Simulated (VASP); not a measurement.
# OsO (P6/mmm) in VASP: notebook

OsO is run at these levels: PBE; tasks: single point.

Program: VASP 6.6.1. These are calculated values, not measurements. Logs are shortened: lines on timing, memory, paths and dates and some standing lists are left out, and cuts for length are marked.

## Step 1: The cell of the first run

The structure is hexagonal, space group P6/mmm (No. 191). Conventional cell: a = 3.321 Å, b = 3.321 Å, c = 4.659 Å, α = 90.00°, β = 90.00°, γ = 120.00°. Os (site symmetry 6/mmm) has 2 O at 2.33 Å within 3.1 Å. Within 3.1 Å of O (site symmetry 6/mmm) lie 2 Os at 2.33 Å.

## Step 2: Single point, PBE, non-collinear spin, zero start, spin-orbit coupling

Input file INCAR:

```
PREC     = Accurate       # precision mode
ENCUT    = 520            # plane-wave cutoff, eV
EDIFF    = 1E-6           # SCF threshold, eV
ISMEAR   = 0              # smearing method
SIGMA    = 0.05           # smearing width, eV
LREAL    = False          # projectors in reciprocal space
LASPH    = True           # aspherical terms in the spheres
NELM     = 150            # most SCF steps
ALGO     = Normal         # electronic algorithm
ISIF     = 2              # what is computed and relaxed
LWAVE    = False          # write WAVECAR
LCHARG   = False          # write CHGCAR
MAGMOM   = 0 0 0 0 0 0    # initial moments
LORBIT   = 11             # projections on sites
LSORBIT  = True           # spin-orbit coupling
GGA_COMPAT= False        
LORBMOM  = True         
LMAXMIX  = 4              # l up to which the mixer works
GGA      = PE             # functional
NBANDS   = 26             # bands
```

Input file KPOINTS:

```
Automatic mesh
0
Gamma
  8 8 5
```

Input file POSCAR:

```
OsO
1.0
    3.3211167600      0.0000000000      0.0000000000
   -1.6605583800      2.8761714800      0.0000000000
    0.0000000000      0.0000000000      4.6590329000
Os O
1 1
Direct
    0.0000000000      0.0000000000      0.5000000000
    0.0000000000      0.0000000000      0.0000000000
```

Potentials or basis: VASP PAW PBE potentials, release 64 (Os, O).

Run with:

```bash
> cat potpaw_PBE.64/Os/POTCAR potpaw_PBE.64/O/POTCAR > POTCAR
> mpirun -np 1 vasp_ncl > vasp.out
```

OUTCAR:

```text
PREC = Accurate
   ENCUT = 520
   EDIFF = 1E-6
   ISMEAR = 0
   LREAL = False
   LASPH = True
   NELM = 150
   ISIF = 2
   LORBIT = 11
   LSORBIT = True
   GGA = PE

 ion  position               nearest neighbor table
   1  0.000  0.000  0.500-   2 2.33   2 2.33
   2  0.000  0.000  0.000-   1 2.33   1 2.33

  LATTYP: Found a hexagonal cell.
 ALAT       =     3.3211167600
 C/A-ratio  =     1.4028512807

  Lattice vectors:

 A1 = (   3.3211167600,   0.0000000000,   0.0000000000)
 A2 = (  -1.6605583800,   2.8761714800,   0.0000000000)
 A3 = (   0.0000000000,   0.0000000000,   4.6590329000)

Analysis of symmetry for initial positions (statically):
=====================================================================
 Subroutine PRICEL returns:
 Original cell was already a primitive cell.

 Routine SETGRP: Setting up the symmetry group for a
 hexagonal supercell.

 Subroutine GETGRP returns: Found 24 space group operations
 (whereof 24 operations were pure point group operations)
 out of a pool of 24 trial point group operations.

The static configuration has the point symmetry D_6h.

Analysis of symmetry for dynamics (positions and initial velocities):
=====================================================================
 Subroutine PRICEL returns:
 Original cell was already a primitive cell.

 Routine SETGRP: Setting up the symmetry group for a
 hexagonal supercell.

 Subroutine GETGRP returns: Found 24 space group operations
 (whereof 24 operations were pure point group operations)
 out of a pool of 24 trial point group operations.

The dynamic configuration has the point symmetry D_6h.

Analysis of structural, dynamic, and magnetic symmetry:
=====================================================================
 Subroutine PRICEL returns:
 Original cell was already a primitive cell.

 Routine SETGRP: Setting up the symmetry group for a
 hexagonal supercell.

 Subroutine GETGRP returns: Found 24 space group operations
 (whereof 24 operations were pure point group operations)
 out of a pool of 24 trial point group operations.

The overall configuration has the point symmetry D_6h.

 Subroutine INISYM returns: Found 24 space group operations
 (whereof 24 operations are pure point group operations),
 and found     1 'primitive' translations

----------------------------------------------------------------------------------------

                                     Primitive cell

  volume of cell :      44.5036

  direct lattice vectors                    reciprocal lattice vectors
     3.321116760  0.000000000  0.000000000     0.301103536  0.173842208  0.000000000
    -1.660558380  2.876171480  0.000000000     0.000000000  0.347684416  0.000000000
     0.000000000  0.000000000  4.659032900     0.000000000  0.000000000  0.214636819

  length of vectors
     3.321116760  3.321116757  4.659032900     0.347684415  0.347684416  0.214636819

  position of ions in fractional coordinates (direct lattice)
     0.000000000  0.000000000  0.500000000
     0.000000000  0.000000000  0.000000000

  ion indices of the primitive-cell ions
   primitive index   ion index
                 1           1
                 2           2

----------------------------------------------------------------------------------------

 KPOINTS: Automatic mesh

Automatic generation of k-mesh.
 Grid dimensions read from file:
 generate k-points for:    8    8    5

 Generating k-lattice:

  Cartesian coordinates                     Fractional coordinates (reciprocal lattice)
     0.037637942  0.021730276  0.000000000     0.125000000 -0.000000000  0.000000000
     0.000000000  0.043460552  0.000000000     0.000000000  0.125000000  0.000000000
[... 99 lines left out ...]

 number of electron      14.0000003 magnetization       0.0000000     -0.0000000      0.0000000

 number of electron      14.0000003 magnetization      -0.0000000      0.0000000     -0.0000000

 Free energy of the ion-electron system (eV)
  ---------------------------------------------------
  ext. energy  EPLUGINS =         0.00000000
  ---------------------------------------------------
  free energy    TOTEN  =       -12.53348491 eV

  energy without entropy =      -12.52804174  energy(sigma->0) =      -12.53076333

 E-fermi :   0.0535     XC(G=0):  -9.3219

 val. band max:        0.0382806442   @ k =   0.2500   0.2500   0.2000
 cond. band min:       0.0569982867   @ k =   0.3750  -0.0000   0.0000
 fundamental gap:      0.0187176424
 Fermi energy:         0.0535196831

 k-point     1 :       0.0000    0.0000    0.0000
  band No.  band energies     occupation
      1     -16.6785      1.00000
      2     -16.6785      1.00000
      3      -4.0052      1.00000
      4      -4.0052      1.00000
      5      -2.9390      1.00000
      6      -2.9390      1.00000
[... 685 lines left out ...]
     25      12.1687      0.00000
     26      12.1687      0.00000

 [... further k-points ...]

------------------------ aborting loop because EDIFF is reached ----------------------------------------

  FORCE on cell =-STRESS in cart. coord.  units (eV):
  Direction    XX          YY          ZZ          XY          YZ          ZX
  --------------------------------------------------------------------------------------
  -------------------------------------------------------------------------------------
  Total       -5.6166263     -5.6166262    -20.5975379      0.0000000      0.0000000      0.0000000
  in kB     -202.2047770   -202.2047766   -741.5342192      0.0000000      0.0000000      0.0000000
  external PRESSURE =    -381.9812576 kB  Pullay stress =       0.0000000 kB

 VOLUME and BASIS-vectors are now :
 -----------------------------------------------------------------------------
  energy-cutoff  :      520.00
  volume of cell :       44.50
      direct lattice vectors                 reciprocal lattice vectors
     3.321116760  0.000000000  0.000000000     0.301103536  0.173842208  0.000000000
    -1.660558380  2.876171480  0.000000000     0.000000000  0.347684416  0.000000000
     0.000000000  0.000000000  4.659032900     0.000000000  0.000000000  0.214636819

 POSITION                                       TOTAL-FORCE (eV/Angst)
 -----------------------------------------------------------------------------------
      0.00000      0.00000      2.32952         0.000000      0.000000      0.000000
      0.00000      0.00000      0.00000        -0.000000      0.000000      0.000000
 -----------------------------------------------------------------------------------
    total drift:                                0.000000      0.000000      0.000000

  FREE ENERGIE OF THE ION-ELECTRON SYSTEM (eV)
  ---------------------------------------------------
  free  energy   TOTEN  =       -12.5334849091 eV

  energy  without entropy=      -12.5280417420  energy(sigma->0) =      -12.53076333

 orbital moment (x)

 # of ion     p       d       tot
 ----------------------------------------
  1         0.000  -0.000  -0.000
  2         0.000   0.000   0.000
 ----------------------------------------
            0.000  -0.000  -0.000

 orbital moment (y)

 # of ion     p       d       tot
 ----------------------------------------
  1         0.000  -0.000  -0.000
  2        -0.000   0.000  -0.000
 ----------------------------------------
           -0.000  -0.000  -0.000

 orbital moment (z)

 # of ion     p       d       tot
 ----------------------------------------
  1        -0.000   0.000  -0.000
  2        -0.000   0.000  -0.000
 ----------------------------------------
           -0.000   0.000  -0.000

 Spin-Orbit-Coupling matrix elements

 Ion:    1  E_soc:     -0.9999391
 l=   1
     0.0000000    -0.0140056    -0.0159118
    -0.0140056     0.0000000    -0.0140056
    -0.0159118    -0.0140056     0.0000000
 l=   2
     0.0000000    -0.0368214     0.0000000    -0.0368214    -0.0832671
    -0.0368214     0.0000000    -0.0925247    -0.0404445    -0.0368214
     0.0000000    -0.0925247     0.0000000    -0.0925247     0.0000000
    -0.0368214    -0.0404445    -0.0925247     0.0000000    -0.0368214
    -0.0832671    -0.0368214     0.0000000    -0.0368214     0.0000000
 l=   3
     0.0000000     0.0000000     0.0000000     0.0000000     0.0000000     0.0000000     0.0000000
     0.0000000     0.0000000     0.0000000     0.0000000     0.0000000     0.0000000     0.0000000
     0.0000000     0.0000000     0.0000000     0.0000000     0.0000000     0.0000000     0.0000000
     0.0000000     0.0000000     0.0000000     0.0000000     0.0000000     0.0000000     0.0000000
     0.0000000     0.0000000     0.0000000     0.0000000     0.0000000     0.0000000     0.0000000
     0.0000000     0.0000000     0.0000000     0.0000000     0.0000000     0.0000000     0.0000000
     0.0000000     0.0000000     0.0000000     0.0000000     0.0000000     0.0000000     0.0000000

 Ion:    2  E_soc:     -0.0011458
 l=   1
     0.0000000    -0.0001740    -0.0002248
    -0.0001740     0.0000000    -0.0001740
    -0.0002248    -0.0001740     0.0000000
 l=   2
     0.0000000     0.0000000     0.0000000     0.0000000     0.0000000
     0.0000000     0.0000000     0.0000000     0.0000000     0.0000000
     0.0000000     0.0000000     0.0000000     0.0000000     0.0000000
     0.0000000     0.0000000     0.0000000     0.0000000     0.0000000
     0.0000000     0.0000000     0.0000000     0.0000000     0.0000000
 l=   3
     0.0000000     0.0000000     0.0000000     0.0000000     0.0000000     0.0000000     0.0000000
     0.0000000     0.0000000     0.0000000     0.0000000     0.0000000     0.0000000     0.0000000
     0.0000000     0.0000000     0.0000000     0.0000000     0.0000000     0.0000000     0.0000000
     0.0000000     0.0000000     0.0000000     0.0000000     0.0000000     0.0000000     0.0000000
     0.0000000     0.0000000     0.0000000     0.0000000     0.0000000     0.0000000     0.0000000
     0.0000000     0.0000000     0.0000000     0.0000000     0.0000000     0.0000000     0.0000000
     0.0000000     0.0000000     0.0000000     0.0000000     0.0000000     0.0000000     0.0000000

 total charge

# of ion       s       p       d       tot
------------------------------------------
    1        0.434   0.214   5.504   6.152
    2        1.582   3.124   0.000   4.706
--------------------------------------------------
tot          2.015   3.339   5.504  10.858

 magnetization (x)

# of ion       s       p       d       tot
------------------------------------------
    1       -0.000  -0.000   0.000  -0.000
    2       -0.000   0.000   0.000  -0.000
--------------------------------------------------
tot         -0.000  -0.000   0.000  -0.000

 magnetization (y)

# of ion       s       p       d       tot
------------------------------------------
    1        0.000   0.000   0.000   0.000
    2        0.000  -0.000   0.000  -0.000
--------------------------------------------------
tot          0.000  -0.000   0.000  -0.000

 magnetization (z)

# of ion       s       p       d       tot
------------------------------------------
    1        0.000  -0.000  -0.000   0.000
    2        0.000   0.000   0.000   0.000
--------------------------------------------------
tot          0.000  -0.000  -0.000   0.000
```

Wall time 2 min (1 thread of AMD EPYC 9R14 (Zen 4), shared host); peak memory 0.27 GiB.

What came out:

```
Free energy                                           : -12.5335 eV
Pressure                                              : -38.2 GPa
Net moment                                            : 0.00 μB per cell
Valence electrons inside the program's atomic spheres : Os 6.15; O 4.71
```

Moments on the atoms (μB; x, y, z):
```
Os  0.00 0.00 0.00
O   0.00 0.00 0.00
```

Caveat: the cell stands under tension.

## Step 3: Single point, PBE, non-collinear spin, zero start, spin-orbit coupling

INCAR is that of step 2.

Input file KPOINTS:

```
Automatic mesh
0
Gamma
  10 10 7
```

POSCAR is that of step 2.

Potentials or basis: VASP PAW PBE potentials, release 64 (Os, O).

Run with:

```bash
> cat potpaw_PBE.64/Os/POTCAR potpaw_PBE.64/O/POTCAR > POTCAR
> mpirun -np 1 vasp_ncl > vasp.out
```

It took 2.9 min on 1 thread of AMD EPYC 9R14 (Zen 4), shared host; peak memory 0.31 GiB.

Results (log left out):

| Quantity | Value |
| --- | --- |
| Free energy | -12.5571 eV |
| Pressure | -38.3 GPa |
| Net moment | 0.00 μB per cell |
| Valence electrons inside the program's atomic spheres | Os 6.15; O 4.71 |

Stress tensor (GPa, compression positive):
```
-20.47   0.00   0.00
  0.00 -20.47   0.00
  0.00   0.00 -73.97
```

Moments on the atoms (μB; x, y, z):
```
Os  0.00 0.00 0.00
O   0.00 0.00 0.00
```

Caveat: the cell stands under tension.
